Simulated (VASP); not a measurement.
# Ti: relaxation of shape and atoms at fixed volume with PBEsol

Crystal: Ti.

```
Ti
1.0
     2.92142    0.00000    0.00000
    -1.46071    2.53002    0.00000
     0.00000    0.00000    4.63252
Ti
2
Cartesian
  0.0000 1.6867 1.1581
  1.4607 0.8433 3.4744
```

This cell differs from its parent crystal: volume scaled by 1.02.

```json
{
  "Program": "VASP 6.6.1",
  "Task": "relaxation of shape and atoms at fixed volume",
  "Functional": "PBEsol",
  "Potentials or basis": "VASP PAW PBE potentials, release 64 (Ti_sv)",
  "Cutoff": "600 eV",
  "k mesh": "18 × 18 × 10",
  "Occupations": "fermi-dirac, width 0.15 eV",
  "Spin": "no spin polarisation",
  "Dipole correction": "no",
  "Further INCAR settings": "ALGO = Fast; EDIFF = 1e-06; IBRION = 2; EDIFFG = -0.001; NSW = 80; ISIF = 4"
}
```

| Quantity | Value |
| --- | --- |
| Energy gained by relaxing | 0.0 meV/atom |
| Ionic steps | 4 |
| Pressure after relaxing | -2.5 GPa |
| Band gap on the k mesh | zero (band 12 reaches 9.15 eV, above the bottom of band 13 at 8.04 eV) |

Final structure:
```
Ti
1.0
     2.92189    0.00000    0.00000
    -1.46095    2.53043    0.00000
     0.00000    0.00000    4.63101
Ti
2
Direct
  0.33333 0.66667 0.25000
  0.66667 0.33333 0.75000
```

Levels at points of the mesh, in eV from the Fermi level:
| k point | band 9 | band 10 | band 11 | band 12 | band 13 | band 14 | band 15 | band 16 |
| --- | --- | --- | --- | --- | --- | --- | --- | --- |
| (0.00, 0.00, 0.00) | -6.20 | -2.68 | 0.83 | 0.83 | 0.86 | 0.96 | 1.34 | 1.34 |
| (0.50, 0.00, 0.00) | -2.33 | -2.16 | -1.84 | -0.55 | 0.53 | 0.69 | 1.25 | 3.47 |
| (0.00, 0.00, 0.50) | -4.32 | -4.32 | 0.14 | 0.14 | 0.73 | 0.73 | 0.73 | 0.73 |
| (0.50, 0.00, 0.50) | -2.54 | -2.54 | -0.78 | -0.78 | 1.42 | 1.42 | 1.81 | 1.81 |

Run time: 3.5 min on 1 thread of Intel(R) Xeon(R) 6975P-C (Granite Rapids) (shared host), peak memory 0.25 GiB.

Caveat: the PAW data sets were made with another functional, which shifts forces and pressure a little.
